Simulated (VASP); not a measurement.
Runs of VASP 6.6.1 on WSe2. The structure is that of space group P6_3/mmc (No. 194), or close to it. The cells are those of the table. 

| cell | gap on the mesh (eV) | pressure (GPa) | largest force (eV/Å) |
| --- | --- | --- | --- |
| a = 3.337, b = 3.337, c = 13.113 Å, angles 90.0, 90.0, 120.0°, 6 atoms | 0.99 | -2.5 | 0.06 |
| a = 3.271, b = 3.271, c = 13.224 Å, angles 90.0, 90.0, 120.0°, 6 atoms | 1.04 | 0.4 | 0.06 |
| a = 3.269, b = 3.269, c = 13.620 Å, angles 90.0, 90.0, 120.0°, 6 atoms | (c) | 0.2 | 0.06 |
| a = 3.369, b = 3.369, c = 13.048 Å, angles 90.0, 90.0, 120.0°, 6 atoms | 0.84 | -3.8 | 0.05 |
| a = 3.270, b = 3.270, c = 13.488 Å, angles 90.0, 90.0, 120.0°, 6 atoms | 1.14 | 0.3 | 0.06 |
| a = 3.247, b = 3.247, c = 13.620 Å, angles 90.0, 90.0, 120.0°, 6 atoms | 1.14 | 0.7 | 0.07 |
| a = 3.369, b = 3.369, c = 12.986 Å, angles 90.0, 90.0, 120.0°, 6 atoms | 0.81 | (a) | (b) |

Alike in all rows: task single point; level PBEsol; potentials or basis VASP PAW PBE potentials, release 64 (W_sv, Se); no spin polarisation; k mesh 12 × 12 × 2; cutoff (eV) 520; smearing gaussian 0.02 eV.

Q: Fill in the values left out.

A: (a) -3.4; (b) 0.13; (c) 1.18.

Caveats: the PAW data sets were made with another functional, which shifts forces and pressure a little; spin-orbit coupling is left out, which moves the levels of the heavy elements; this functional lacks dispersion, which binds the layers, so the pressure and a relaxed spacing across them are unreliable.

A k mesh can miss the band edges, and the runs leave out spin-orbit coupling on Se, W.
